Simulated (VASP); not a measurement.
Here is a VASP 6.6.1 calculation.

File INCAR:

```
PREC     = Accurate       # precision mode
ENCUT    = 450            # plane-wave cutoff, eV
EDIFF    = 1E-7           # SCF threshold, eV
ISMEAR   = -1             # smearing method
SIGMA    = 0.02           # smearing width, eV
LREAL    = False          # projectors in reciprocal space
LASPH    = True           # aspherical terms in the spheres
NELM     = 120            # most SCF steps
ALGO     = Normal         # electronic algorithm
ISIF     = 2              # what is computed and relaxed
LWAVE    = False          # write WAVECAR
LCHARG   = False          # write CHGCAR
GGA      = PE             # functional
IVDW     = 12             # dispersion correction
IBRION   = 2              # ionic algorithm
NSW      = 45             # ionic steps
EDIFFG   = -0.08          # ionic threshold
GGA_COMPAT= False        
NELMIN   = 4
```

The input KPOINTS:

```
Automatic mesh
0
Gamma
  2 2 2
```

File POSCAR:

```
TiSi16
1.0
    0.0000000000      5.4300000000      5.4300000000
    5.4300000000      0.0000000000      5.4300000000
    5.4300000000      5.4300000000      0.0000000000
Si Ti
16 1
Direct
    0.0000000000      0.0000000000      0.0000000000
    0.1250000000      0.1250000000      0.1250000000
    0.0000000000      0.0000000000      0.5000000000
    0.1250000000      0.1250000000      0.6250000000
    0.0000000000      0.5000000000      0.0000000000
    0.1250000000      0.6250000000      0.1250000000
    0.0000000000      0.5000000000      0.5000000000
    0.1250000000      0.6250000000      0.6250000000
    0.5000000000      0.0000000000      0.0000000000
    0.6250000000      0.1250000000      0.1250000000
    0.5000000000      0.0000000000      0.5000000000
    0.6250000000      0.1250000000      0.6250000000
    0.5000000000      0.5000000000      0.0000000000
    0.6250000000      0.6250000000      0.1250000000
    0.5000000000      0.5000000000      0.5000000000
    0.6250000000      0.6250000000      0.6250000000
    0.8757156000      0.8769621000      0.3717196000
```

Potentials or basis: VASP PAW PBE potentials, release 64 (Si, Ti_sv).

Command:

```sh
$ cat potpaw_PBE.64/Si/POTCAR potpaw_PBE.64/Ti_sv/POTCAR > POTCAR
$ mpirun -np 1 vasp_std > vasp.out
```

**Question.** What does it give for the energy gained by relaxing?

**Answer.** 22.2 meV/atom.

**Question.** Estimate the band gap on the k mesh.

**Answer.** Zero (bands 38 and 39 overlap by 0.43 eV).

**Question.** Estimate the dispersion energy per atom.

**Answer.** -0.343 eV.

Step by step:
| step | energy change (eV) | largest force (eV/Å) | pressure (GPa) |
| --- | --- | --- | --- |
| 1 | 0.0000 | 1.9311 | 1.87 |
| 2 | -0.3728 | 0.3039 | 0.91 |
| 3 | -0.3732 | 0.2276 | 0.92 |
| 4 | -0.3771 | 0.0785 | 0.93 |

Caveat: the k points lie up to 0.50 Å⁻¹ apart; the relaxation stopped at a loose force limit of 0.08 eV/Å, so its end isn't a converged minimum.
